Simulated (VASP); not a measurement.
Set up this calculation in VASP 6.6.1, as the native input.

```yaml
Task: relaxation of cell and atoms
Functional: BLYP
Potentials_or_basis: VASP PAW PBE potentials, release 64 (Ba_sv, Zr_sv, O)
Cutoff: 600 eV
k_mesh: 6 × 6 × 6
Occupations: fermi-dirac, width 0.05 eV
Spin: no spin polarisation
Dipole_correction: no
Further_INCAR_settings: ALGO = Normal; EDIFF = 1e-06; IBRION = 2; EDIFFG = -0.01; NSW = 60; ISIF = 3
```

The structure of BaZrO3 lies in POSCAR:

```
BaZrO3
1.0
    4.1913400000      0.0000000000      0.0000000000
    0.0000000000      4.1913400000      0.0000000000
    0.0000000000      0.0000000000      4.1913400000
Ba Zr O
1 1 3
Direct
    0.0000000000      0.0000000000      0.0000000000
    0.5000000000      0.5000000000      0.5000000000
    0.5000000000      0.5000000000      0.0000000000
    0.5000000000      0.0000000000      0.5000000000
    0.0000000000      0.5000000000      0.5000000000
```

One way to write it, as run:

INCAR

```
SYSTEM = BaZrO3
PREC     = Accurate       ! precision mode
ENCUT    = 600            ! plane-wave cutoff, eV
EDIFF    = 1E-6           ! SCF threshold, eV
ISMEAR   = -1             ! smearing method
SIGMA    = 0.05           ! smearing width, eV
LREAL    = .FALSE.        ! projectors in reciprocal space
LASPH    = .TRUE.         ! aspherical terms in the spheres
NELM     = 80             ! most SCF steps
ALGO     = Normal         ! electronic algorithm
ISIF     = 3              ! what is computed and relaxed
LWAVE    = .FALSE.        ! write WAVECAR
LCHARG   = .FALSE.        ! write CHGCAR
GGA      = B5             ! functional
ALDAX    = 1.0          
AGGAX    = 1.0          
AGGAC    = 1.0          
ALDAC    = 0.0          
IBRION   = 2              ! ionic algorithm
NSW      = 60             ! ionic steps
EDIFFG   = -0.01          ! ionic threshold
```

KPOINTS

```
regular mesh
0
G
  6 6 6
  0 0 0
```

Potentials or basis: VASP PAW PBE potentials, release 64 (Ba_sv, Zr_sv, O).

The run is started by

```bash
$ cat potpaw_PBE.64/Ba_sv/POTCAR potpaw_PBE.64/Zr_sv/POTCAR potpaw_PBE.64/O/POTCAR > POTCAR
$ mpirun -np 1 vasp_std > vasp.out
```

It gave:

* Relaxed volume: 15.67 Å³/atom
* Relaxed cell: a = 4.279 Å, b = 4.279 Å, c = 4.279 Å, α = 90.00°, β = 90.00°, γ = 90.00°
* Space group after relaxing (to 0.1 Å): Pm-3m (No. 221)
* Energy gained by relaxing: 28.4 meV/atom
* Ionic steps: 4
* Pressure after relaxing: 0.0 GPa
* Band gap on the k mesh: 3.12 eV (least direct gap 3.40 eV)

Caveat: the PAW data sets were made with another functional, which shifts forces and pressure a little; spin-orbit coupling is left out, which moves the levels of the heavy elements.

It took 5.3 min on 1 thread of Intel Xeon 8259CL (shared host), peak memory 0.25 GiB.
